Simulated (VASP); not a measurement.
Input of a VASP 6.6.1 run:

Contents of INCAR:

```
  PREC = Accurate
  ENCUT = 520
  EDIFF = 1E-8
  ISMEAR = -1
  SIGMA = 0.08
  LREAL = F
  LASPH = T
  NELM = 60
  ALGO = Normal
  ISIF = 2
  LWAVE = F
  LCHARG = F
  GGA = CA
  LEFG = T
  NBANDS = 17
```

The input KPOINTS:

```
regular mesh
0
Gamma
  11 11 11
```

File POSCAR:

```
SnTe
1.0
    0.0000000000      3.2196300000      3.1565000000
    3.2196300000      0.0000000000      3.1565000000
    3.2196300000      3.2196300000      0.0000000000
Sn Te
1 1
Direct
    0.0000000000      0.0000000000      0.0000000000
    0.5000000000      0.5000000000      0.5000000000
```

Potentials or basis: VASP PAW LDA potentials, release 64 (Sn_d, Te).

Command:

```bash
$ cat potpaw_LDA.64/Sn_d/POTCAR potpaw_LDA.64/Te/POTCAR > POTCAR
$ mpirun -np 1 vasp_std > vasp.out
```

Task: Estimate the band gap on the k mesh.

Result: 0.40 eV.

Task: Predict the pressure.

Result: -3.2 GPa.

Stress tensor (GPa, compression positive):
```
-3.89  0.00  0.00
 0.00 -3.89  0.00
 0.00  0.00 -1.75
```

Caveat: the cell differs from its parent crystal (equal xx and yy strain of +2 %); the cell stands under tension; without QUAD_EFG the Cq values of the log hold for a quadrupole moment of 1 mb, not for the nuclei; spin-orbit coupling is left out, which moves the levels of the heavy elements; an odd mesh through Γ misses points on the zone boundary, where band edges can lie.
